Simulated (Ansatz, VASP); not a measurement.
**CaO: VASP beside Ansatz**

```
CELL_PARAMETERS angstrom
0.00000 2.40356 2.40356
2.40356 0.00000 2.40356
2.40356 2.40356 0.00000
ATOMIC_POSITIONS crystal
Ca 0.00000 0.00000 0.00000
O 0.50000 0.50000 0.50000
```

Alike in both runs: task relaxation of cell and atoms; functional revPBE; dispersion D4; k mesh 10 × 10 × 10; occupations fermi-dirac, width 0.05 eV; no spin polarisation.

```csv
,VASP,Ansatz
version,VASP 6.6.1,Ansatz 0.2.0
potentials or method,"VASP PAW PBE potentials, release 64 (Ca_sv, O)",Ansatz PAW
plane-wave cutoff (eV),600,420
valence electrons in the cell,16,16
```

Ansatz gave:

- gap on the k mesh at the Fermi level, each at its own relaxed structure (eV): 3.74
- relaxed volume (Å³/atom): 13.95
- relaxed length of the cell vector where the two differ most in proportion (Å): 3.405

Question: Which values does VASP return?

Answer: gap on the k mesh at the Fermi level, each at its own relaxed structure (eV): 3.72; relaxed volume (Å³/atom): 14.02; relaxed length of the cell vector where the two differ most in proportion (Å): 3.410.

VASP's potentials were made for PBE, not for revPBE.

Noted on Ansatz's run: the plane-wave basis is chosen anew once the cell has moved, so the energies of steps on either side of that aren't comparable.
